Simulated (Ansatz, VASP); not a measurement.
Ti: VASP beside Ansatz

```xyz
2
Lattice="2.9695 0.0000 0.0000 -1.4848 2.5717 0.0000 0.0000 0.0000 4.7110" Properties=species:S:1:pos:R:3 pbc="T T T"
Ti    1.4848    0.8572    3.5332
Ti    0.0000    1.7145    1.1777
```

Change from the starting cell: volume scaled by 1.02.

Alike in both runs: task single point; functional b88 exchange, pbe correlation; k mesh 8 × 8 × 4; non-collinear spin.

|  | VASP | Ansatz |
| --- | --- | --- |
| version | VASP 6.6.1 | Ansatz 0.2.0 |
| potentials or method | VASP PAW PBE potentials, release 64 (Ti_sv), cutoff 500 eV | all-electron LAPW, scalar-relativistic |
| occupations | methfessel-paxton of order 1, width 0.05 eV | cold, width 0.05 eV |

|  | VASP | Ansatz | Ansatz less VASP |
| --- | --- | --- | --- |
| gap on the k mesh at the Fermi level (eV) | none | none | - |
| pressure (GPa) | -4.3 | -4.0 | +0.24 |
| traceless stress, the component that is largest in VASP (GPa) | -0.65 | -0.58 | +0.072 |
| net moment per atom (μB) | 0.00 | 0.00 | 0.000 |

VASP's potentials were made for PBE, not for b88 exchange, pbe correlation. A gap of «none» marks a metal or a gap that the smearing closes. Ansatz ran all-electron here, and VASP with PAW potentials.

Noted on Ansatz's run: the program listed the state as in doubt; the k mesh is thin for a metal, which can move the energy by tens of meV per atom.
